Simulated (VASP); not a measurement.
## Li: single point with PBE

The system is Li.

```
CELL_PARAMETERS angstrom
4.45444 0.00000 0.00000
0.00000 4.45444 0.00000
0.00000 0.00000 4.45444
ATOMIC_POSITIONS crystal
Li 0.87457 0.12543 0.62543
Li 0.37457 0.37457 0.37457
Li 0.12543 0.62543 0.87457
Li 0.62543 0.87457 0.12543
```

```json
{"Program": "VASP 6.6.1", "Task": "single point", "Functional": "PBE", "Potentials or basis": "VASP PAW PBE potentials, release 64 (Li_sv)", "Cutoff": "520 eV", "k mesh": "5 × 5 × 5, shifted", "Occupations": "fermi-dirac, width 0.2 eV", "Spin": "no spin polarisation", "Dipole correction": "no", "Further INCAR settings": "ALGO = Normal; EDIFF = 1e-06; NBANDS = 14"}
```

```json
{
 "Largest force": "0.005 eV/Å",
 "Band gap on the k mesh": "zero (band 6 reaches 1.63 eV, above the bottom of band 7 at 0.35 eV)"
}
```

Forces in eV/Å, atoms in the order of the input:
```
Li  -0.003  0.003  0.003
Li  -0.003 -0.003 -0.003
Li   0.003  0.003 -0.003
Li   0.003 -0.003  0.003
```

Levels at points of the mesh, in eV from the Fermi level:
| k point | band 2 | band 3 | band 4 | band 5 | band 6 | band 7 | band 8 | band 9 | band 10 | band 11 |
| --- | --- | --- | --- | --- | --- | --- | --- | --- | --- | --- |
| (0.50, 0.50, 0.50) | -47.11 | -47.11 | -47.11 | 0.21 | 0.21 | 0.21 | 0.21 | 1.89 | 1.89 | 1.89 |

Wall time 12 s on 1 thread of Intel Xeon 6975P-C, on a shared host, peak memory 0.18 GiB.
